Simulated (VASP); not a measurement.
Wanted: the native input for a VASP 6.6.1 run.

* Task: single point
* Functional: r2SCAN
* Dispersion: rVV10
* Potentials or basis: VASP PAW PBE potentials, release 64 (Mg, Pt, O)
* Cutoff: 660 eV
* k mesh: 12 × 12 × 4
* Occupations: fermi-dirac, width 0.03 eV
* Spin: no spin polarisation
* Dipole correction: no
* Further INCAR settings: ALGO = Normal; EDIFF = 1e-06; NBANDS = 29

Crystal: MgPt2O3.

```
CELL_PARAMETERS angstrom
3.05693 0.00000 0.00000
-1.52847 2.64738 0.00000
0.00000 0.00000 8.14787
ATOMIC_POSITIONS crystal
Mg 0.00000 0.00000 0.00000
Pt 0.33333 0.66667 0.67794
Pt 0.66667 0.33333 0.32206
O 0.33333 0.66667 0.13562
O 0.66667 0.33333 0.86438
O 0.00000 0.00000 0.50000
```

These files were run (other wordings do the same):

POSCAR

```
MgPt2O3
1.0
    3.0569341048      0.0000000000      0.0000000000
   -1.5284670524      2.6473825924      0.0000000000
    0.0000000000      0.0000000000      8.1478684731
Mg Pt O
1 2 3
Direct
    0.0000000000      0.0000000000      0.0000000000
    0.3333333333      0.6666666667      0.6779405203
    0.6666666667      0.3333333333      0.3220594797
    0.3333333333      0.6666666667      0.1356223659
    0.6666666667      0.3333333333      0.8643776341
    0.0000000000      0.0000000000      0.5000000000
```

INCAR.step1

```
SYSTEM = MgPt2O3
PREC = Accurate
ENCUT = 660
ISMEAR = -1
SIGMA = 0.03
LREAL = .False.
LASPH = .True.
NELM = 120
NBANDS = 29
GGA = PE
ALGO = Normal
EDIFF = 1E-5
LWAVE = .True.
LCHARG = .False.
GGA_COMPAT = .False.
```

INCAR.step2

```
SYSTEM = MgPt2O3
PREC = Accurate
ENCUT = 660
EDIFF = 1E-6
ISMEAR = -1
SIGMA = 0.03
LREAL = .False.
LASPH = .True.
NELM = 120
ALGO = Normal
ISIF = 2
LWAVE = .False.
LCHARG = .False.
METAGGA = R2SCAN
LMIXTAU = .True.
LUSE_VDW = .True.
IVDW_NL = 2
BPARAM = 11.95
CPARAM = 0.0093
NBANDS = 29
ISTART = 1
GGA_COMPAT = .False.
```

KPOINTS

```
Automatic mesh
0
Gamma
  12 12 4
  0 0 0
```

Potentials or basis: VASP PAW PBE potentials, release 64 (Mg, Pt, O).

The run is started by

```console
$ cat potpaw_PBE.64/Mg/POTCAR potpaw_PBE.64/Pt/POTCAR potpaw_PBE.64/O/POTCAR > POTCAR
$ cp INCAR.step1 INCAR
$ mpirun -np 1 vasp_std > vasp.out
$ cp INCAR.step2 INCAR
$ mpirun -np 1 vasp_std > vasp.out
```

It gave:

| Item | Value |
| --- | --- |
| Pressure | 0.5 GPa |
| Largest force | 0.092 eV/Å |
| Band gap on the k mesh | zero (bands 20 and 21 overlap by 0.80 eV) |

Caveat: the PAW data sets were made with another functional, which shifts forces and pressure a little; spin-orbit coupling is left out, which moves the levels of the heavy elements.

Run time: 20 min on 1 thread of Intel Xeon 8259CL, on a shared host, peak memory 0.56 GiB.
